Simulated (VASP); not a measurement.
# PbO2 (P4_2/mnm) in VASP: further runs, part 2 of 2

VASP 6.6.1. The steps go on from the part before.

### 3 Single point, r2SCAN+D4 (14.55 Å³/atom)

This run uses another cell than the first one, of 14.55 Å³/atom.

File POSCAR:

```
PbO2
1.0
    5.0599051847      0.0000000000      0.0000000000
    0.0000000000      5.0599051847      0.0000000000
    0.0000000000      0.0000000000      3.4107362619
Pb O
2 4
Direct
    0.0000000000      0.0000000000      0.0000000000
    0.5000000000      0.5000000000      0.5000000000
    0.3080316054      0.3080316054      0.0000000000
    0.8080316054      0.1919683946      0.5000000000
    0.1919683946      0.8080316054      0.5000000000
    0.6919683946      0.6919683946      0.0000000000
```

File INCAR.step1:

```
ALGO = Normal
EDIFF = 1E-4
ENCUT = 520
GGA = PE
ISMEAR = 0
LASPH = T
LCHARG = F
LREAL = F
LWAVE = T
NBANDS = 35
NELM = 80
PREC = Accurate
SIGMA = 0.05
```

File INCAR.step2:

```
ALGO = Normal
EDIFF = 1E-7
ENCUT = 520
ISIF = 2
ISMEAR = 0
ISTART = 1
IVDW = 13
LASPH = T
LCHARG = F
LMIXTAU = T
LREAL = F
LWAVE = F
METAGGA = R2SCAN
NBANDS = 35
NELM = 80
PREC = Accurate
SIGMA = 0.05
VDW_A1 = 0.51559235
VDW_A2 = 5.77342911
VDW_S6 = 1.0
VDW_S8 = 0.6018749
```

File KPOINTS:

```
k-points
0
Gamma
  6 6 8
```

Potentials or basis: VASP PAW PBE potentials, release 64 (Pb_d, O).

Command:

```
$ cat potpaw_PBE.64/Pb_d/POTCAR potpaw_PBE.64/O/POTCAR > POTCAR
$ cp INCAR.step1 INCAR
$ mpirun -np 1 vasp_std > vasp.out
$ cp INCAR.step2 INCAR
$ mpirun -np 1 vasp_std > vasp.out
```

OUTCAR:

```text
EDIFF = 1E-7
   ENCUT = 520
   ISIF = 2
   ISMEAR = 0
   ISTART = 1
   IVDW = 13
   LASPH = T
   LREAL = F
   METAGGA = R2SCAN
   NELM = 80
   PREC = Accurate

 ion  position               nearest neighbor table
   1  0.000  0.000  0.000-   4 2.19   5 2.19   4 2.19   5 2.19   3 2.20   6 2.20   2 3.96   2 3.96
                             2 3.96   2 3.96   2 3.96   2 3.96   2 3.96   2 3.96
   2  0.500  0.500  0.500-   3 2.19   6 2.19   3 2.19   6 2.19   5 2.20   4 2.20   1 3.96   1 3.96
                             1 3.96   1 3.96   1 3.96   1 3.96   1 3.96   1 3.96
[... 1130 lines left out ...]
  -------------------------------------------------------------------------------------
  Total      -2.24688    -2.24688    -2.09158     0.00000     0.00000     0.00000
  in kB     -41.22474   -41.22474   -38.37532     0.00000     0.00000     0.00000
  external pressure =      -40.27 kB  Pullay stress =        0.00 kB

 VOLUME and BASIS-vectors are now :
 -----------------------------------------------------------------------------
  energy-cutoff  :      520.00
  volume of cell :       87.32
      direct lattice vectors                 reciprocal lattice vectors
     5.059905185  0.000000000  0.000000000     0.197632162  0.000000000  0.000000000
     0.000000000  5.059905185  0.000000000     0.000000000  0.197632162  0.000000000
     0.000000000  0.000000000  3.410736262     0.000000000  0.000000000  0.293191828

 POSITION                                       TOTAL-FORCE (eV/Angst)
 -----------------------------------------------------------------------------------
      0.00000      0.00000      0.00000         0.000000      0.000000      0.000000
      2.52995      2.52995      1.70537         0.000000      0.000000      0.000000
      1.55861      1.55861      0.00000        -0.009323     -0.009323     -0.000000
      4.08856      0.97134      1.70537        -0.009323      0.009323      0.000000
      0.97134      4.08856      1.70537         0.009323     -0.009323     -0.000000
      3.50129      3.50129      0.00000         0.009323      0.009323      0.000000
 -----------------------------------------------------------------------------------
    total drift:                                0.000000     -0.000000     -0.000000

  FREE ENERGIE OF THE ION-ELECTRON SYSTEM (eV)
  ---------------------------------------------------
  free  energy   TOTEN  =      -142.7947554196 eV

  energy  without entropy=     -142.7946087678  energy(sigma->0) =     -142.79468209
```

OUTCAR.step1:

```text
EDIFF = 1E-4
   ENCUT = 520
   GGA = PE
   ISMEAR = 0
[... 1154 lines left out ...]
      1.55861      1.55861      0.00000        -0.047661     -0.047661      0.000000
      4.08856      0.97134      1.70537        -0.047661      0.047661      0.000000
      0.97134      4.08856      1.70537         0.047661     -0.047661      0.000000
      3.50129      3.50129      0.00000         0.047661      0.047661      0.000000
 -----------------------------------------------------------------------------------
    total drift:                                0.000000     -0.000000     -0.000000

  FREE ENERGIE OF THE ION-ELECTRON SYSTEM (eV)
  ---------------------------------------------------
  free  energy   TOTEN  =       -31.8505307044 eV

  energy  without entropy=      -31.8499228882  energy(sigma->0) =      -31.85022680
```

OSZICAR.step1:

```text
N       E                     dE             d eps       ncg     rms          rms(c)
DAV:   1     0.673632315871E+03    0.67363E+03   -0.25754E+04  3500   0.179E+03
DAV:   2     0.560664828794E+02   -0.61757E+03   -0.58528E+03  3736   0.490E+02
DAV:   3    -0.330320881628E+02   -0.89099E+02   -0.85974E+02  4276   0.205E+02
DAV:   4    -0.373980621387E+02   -0.43660E+01   -0.43330E+01  4416   0.480E+01
DAV:   5    -0.375374806884E+02   -0.13942E+00   -0.13927E+00  4608   0.866E+00    0.140E+01
DAV:   6    -0.318677609717E+02    0.56697E+01   -0.17909E+01  5306   0.500E+01    0.460E+00
DAV:   7    -0.318827512739E+02   -0.14990E-01   -0.16923E+00  4234   0.970E+00    0.279E+00
DAV:   8    -0.318762383523E+02    0.65129E-02   -0.38682E-01  5393   0.562E+00    0.120E+00
DAV:   9    -0.318487795423E+02    0.27459E-01   -0.76998E-02  5350   0.355E+00    0.134E-01
DAV:  10    -0.318506237957E+02   -0.18443E-02   -0.11629E-02  3876   0.607E-01    0.142E-01
DAV:  11    -0.318505307044E+02    0.93091E-04   -0.30881E-04  3947   0.192E-01
   1 F= -.31850531E+02 E0= -.31850227E+02  d E =-.607816E-03
```

Wall time 14 min (1 thread of Intel Xeon 8259CL, shared host); peak memory 0.29 GiB.

Results:

```yaml
Free_energy: -142.7948 eV
Pressure: -4.0 GPa
Largest_force: 0.013 eV/Å
Band_gap_on_the_k_mesh: 0.10 eV (least direct gap 0.23 eV)
Dispersion_energy_per_atom: -0.092 eV
```

Forces on the atoms (eV/Å):
```
Pb   0.000  0.000  0.000
Pb   0.000  0.000  0.000
O   -0.009 -0.009  0.000
O   -0.009  0.009  0.000
O    0.009 -0.009  0.000
O    0.009  0.009  0.000
```

Caveat: the cell stands under tension; the PAW data sets were made with another functional, which shifts forces and pressure a little; spin-orbit coupling is left out, which moves the levels of the heavy elements. A k mesh can miss the band edges.

### 4 Relaxation of shape and atoms at fixed volume, LDA (13.22 Å³/atom)

This run uses another cell than the first one, of 13.22 Å³/atom.

File INCAR:

```
SYSTEM = PbO2
PREC = Accurate
ENCUT = 600
EDIFF = 1E-6
ISMEAR = 0
SIGMA = 0.05
LREAL = .False.
LASPH = .True.
NELM = 60
ALGO = Normal
ISIF = 4
LWAVE = .False.
LCHARG = .False.
IBRION = 2
NSW = 60
EDIFFG = -0.01
```

File KPOINTS:

```
Automatic mesh
0
Gamma
  6 6 8
  0 0 0
```

File POSCAR:

```
PbO2
1.0
    4.8572898415      0.0000000000      0.0000000000
    0.0000000000      4.8572898415      0.0000000000
    0.0000000000      0.0000000000      3.3618111726
Pb O
2 4
Direct
    0.0000000000      0.0000000000      0.0000000000
    0.5000000000      0.5000000000      0.5000000000
    0.3071878238      0.3071878238      0.0000000000
    0.8071878238      0.1928121762      0.5000000000
    0.1928121762      0.8071878238      0.5000000000
    0.6928121762      0.6928121762      0.0000000000
```

Potentials or basis: VASP PAW LDA potentials, release 64 (Pb_d, O).

Command:

```
$ cat potpaw_LDA.64/Pb_d/POTCAR potpaw_LDA.64/O/POTCAR > POTCAR
$ mpirun -np 1 vasp_std > vasp.out
```

It took 7.4 min on 1 thread of Intel Xeon 8259CL, shared host; peak memory 0.26 GiB.

It converged, with:

- Free energy: -36.5839 eV
- Energy gained by relaxing: 0.4 meV/atom
- Ionic steps: 5
- Pressure after relaxing: 6.7 GPa
- Largest force after relaxing: 0.004 eV/Å
- Band gap on the k mesh: 0.12 eV (least direct gap 0.39 eV)

Forces in eV/Å, atoms in the order of the input:
```
Pb   0.000  0.000  0.000
Pb   0.000  0.000  0.000
O   -0.003 -0.003  0.000
O   -0.003  0.003  0.000
O    0.003 -0.003  0.000
O    0.003  0.003  0.000
```

The path:
```
step  energy change (eV)  largest force (eV/Å)  pressure (GPa)  volume (Å³)
   1              0.0000                0.0546            7.11        79.32
   2             -0.0018                0.0156            6.88        79.32
   3             -0.0019                0.0391            6.80        79.32
   4             -0.0021                0.0145            6.77        79.32
   5             -0.0022                0.0044            6.74        79.32
```

Final structure:
```
Pb O
1.0
     4.84102    0.00000    0.00000
     0.00000    4.84102    0.00000
     0.00000    0.00000    3.38445
Pb O
2 4
Direct
  0.00000 0.00000 0.00000
  0.50000 0.50000 0.50000
  0.30711 0.30711 0.00000
  0.80711 0.19289 0.50000
  0.19289 0.80711 0.50000
  0.69289 0.69289 0.00000
```

Levels at points of the mesh, in eV from the valence-band top:
| k point | band 23 | band 24 | band 25 | band 26 | band 27 | band 28 | band 29 | band 30 |
| --- | --- | --- | --- | --- | --- | --- | --- | --- |
| (0.00, 0.00, 0.00) | -0.62 | -0.54 | -0.54 | -0.52 | 0.12 | 4.66 | 5.86 | 5.86 |
| (0.50, 0.00, 0.00) | -0.60 | -0.60 | -0.36 | -0.36 | 2.99 | 2.99 | 6.48 | 6.48 |
| (0.50, 0.50, 0.00) | -0.61 | -0.61 | -0.45 | -0.45 | 3.35 | 3.35 | 6.95 | 6.95 |
| (0.00, 0.00, 0.50) | -1.24 | -1.24 | -0.82 | -0.82 | 4.29 | 4.29 | 9.20 | 9.20 |
| (0.50, 0.00, 0.50) | -0.84 | -0.84 | -0.02 | -0.02 | 4.67 | 4.67 | 7.73 | 7.73 |
| (0.50, 0.50, 0.50) | -0.70 | -0.70 | -0.51 | -0.51 | 3.28 | 3.28 | 8.42 | 8.42 |

Caveat: spin-orbit coupling is left out, which moves the levels of the heavy elements.

### 5 Relaxation of shape and atoms at fixed volume, LDA (14.32 Å³/atom)

This run uses another cell than the first one, of 14.32 Å³/atom.

File INCAR:

```
SYSTEM = PbO2
  PREC = Accurate
  ENCUT = 600
  EDIFF = 1E-6
  ISMEAR = 0
  SIGMA = 0.05
  LREAL = .False.
  LASPH = .True.
  NELM = 80
  ALGO = Normal
  ISIF = 4
  LWAVE = .False.
  LCHARG = .False.
  IBRION = 2
  NSW = 60
  EDIFFG = -0.01
```

File KPOINTS:

```
regular mesh
0
Gamma
  6 6 8
  0 0 0
```

File POSCAR:

```
PbO2
1.0
    5.0140489687      0.0000000000      0.0000000000
    0.0000000000      5.0140489687      0.0000000000
    0.0000000000      0.0000000000      3.4177974285
Pb O
2 4
Direct
    0.0000000000      0.0000000000      0.0000000000
    0.5000000000      0.5000000000      0.5000000000
    0.3077367820      0.3077367820      0.0000000000
    0.8077367820      0.1922632180      0.5000000000
    0.1922632180      0.8077367820      0.5000000000
    0.6922632180      0.6922632180      0.0000000000
```

Command:

```
$ cat potpaw_LDA.64/Pb_d/POTCAR potpaw_LDA.64/O/POTCAR > POTCAR
$ mpirun -np 1 vasp_std > vasp.out
```

Wall time 4.5 min (1 thread of Intel Xeon Platinum 8488C (Sapphire Rapids), shared host); peak memory 0.27 GiB.

Results (log left out):

```
Free energy                  : -36.6173 eV
Energy gained by relaxing    : 0.2 meV/atom
Ionic steps                  : 5
Pressure after relaxing      : -4.8 GPa
Largest force after relaxing : 0.004 eV/Å
Band gap on the k mesh       : 0.05 eV (least direct gap 0.10 eV)
```

Forces on the atoms (eV/Å):
```
Pb   0.000  0.000  0.000
Pb   0.000  0.000  0.000
O   -0.003 -0.003  0.000
O   -0.003  0.003  0.000
O    0.003 -0.003  0.000
O    0.003  0.003  0.000
```

Step by step:
```
step  energy change (eV)  largest force (eV/Å)  pressure (GPa)  volume (Å³)
   1              0.0000                0.0324           -5.02        85.93
   2             -0.0008                0.0076           -4.88        85.93
   3             -0.0011                0.0149           -4.76        85.93
   4             -0.0011                0.0146           -4.77        85.93
   5             -0.0011                0.0036           -4.77        85.93
```

Final structure:
```xyz
6
Lattice="5.0255 0.0000 0.0000 0.0000 5.0255 0.0000 0.0000 0.0000 3.4023" Properties=species:S:1:pos:R:3 pbc="T T T"
Pb    5.0255    0.0000    0.0000
Pb    2.5127    2.5127    1.7011
O     1.5481    1.5481    0.0000
O     4.0608    0.9647    1.7011
O     0.9647    4.0608    1.7011
O     3.4774    3.4774    3.4023
```

Levels at points of the mesh, in eV from the valence-band top:
| k point | band 23 | band 24 | band 25 | band 26 | band 27 | band 28 | band 29 | band 30 |
| --- | --- | --- | --- | --- | --- | --- | --- | --- |
| (0.00, 0.00, 0.00) | -0.62 | -0.62 | -0.60 | -0.60 | 0.10 | 4.06 | 5.66 | 5.66 |
| (0.50, 0.00, 0.00) | -0.66 | -0.66 | -0.39 | -0.39 | 2.27 | 2.27 | 6.25 | 6.25 |
| (0.50, 0.50, 0.00) | -0.68 | -0.68 | -0.48 | -0.48 | 2.67 | 2.67 | 6.53 | 6.53 |
| (0.00, 0.00, 0.50) | -1.11 | -1.11 | -0.77 | -0.77 | 3.59 | 3.59 | 8.57 | 8.57 |
| (0.50, 0.00, 0.50) | -0.77 | -0.77 | -0.25 | -0.25 | 3.89 | 3.89 | 7.03 | 7.03 |
| (0.50, 0.50, 0.50) | -0.67 | -0.67 | -0.52 | -0.52 | 2.69 | 2.69 | 8.00 | 8.00 |

Caveat: spin-orbit coupling is left out, which moves the levels of the heavy elements. A k mesh can miss the band edges.

### 6 Overview

| task | level | potentials or basis | cell | cutoff (eV) | gap on the mesh (eV) | pressure (GPa) | largest force (eV/Å) |
| --- | --- | --- | --- | --- | --- | --- | --- |
| single point | r2SCAN+D4 | VASP PAW PBE potentials, release 64 (Pb_d, O) | a = 5.014, b = 5.014, c = 3.407 Å, 6 atoms | 520 | 0.10 | -1.7 | 0.01 |
| single point | r2SCAN+D4 | VASP PAW PBE potentials, release 64 (Pb_d, O) | a = 5.060, b = 5.060, c = 3.411 Å, 6 atoms | 520 | 0.10 | -4.0 | 0.01 |
| relaxation of shape and atoms at fixed volume | LDA | VASP PAW LDA potentials, release 64 (Pb_d, O) | relaxed from a = 4.857, b = 4.857, c = 3.362 Å, 6 atoms | 600 | 0.12 | 6.7 | - |
| relaxation of shape and atoms at fixed volume | LDA | VASP PAW LDA potentials, release 64 (Pb_d, O) | relaxed from a = 5.014, b = 5.014, c = 3.418 Å, 6 atoms | 600 | 0.05 | -4.8 | - |

Alike in all rows: no spin polarisation; k mesh 6 × 6 × 8; smearing gaussian 0.05 eV.

Caveats: spin-orbit coupling is left out, which moves the levels of the heavy elements; the PAW data sets were made with another functional, which shifts forces and pressure a little (at least some runs); the cell stands under tension (at least some runs).

Total energies depend on the potentials used, so only differences within one code and one set of settings carry meaning.
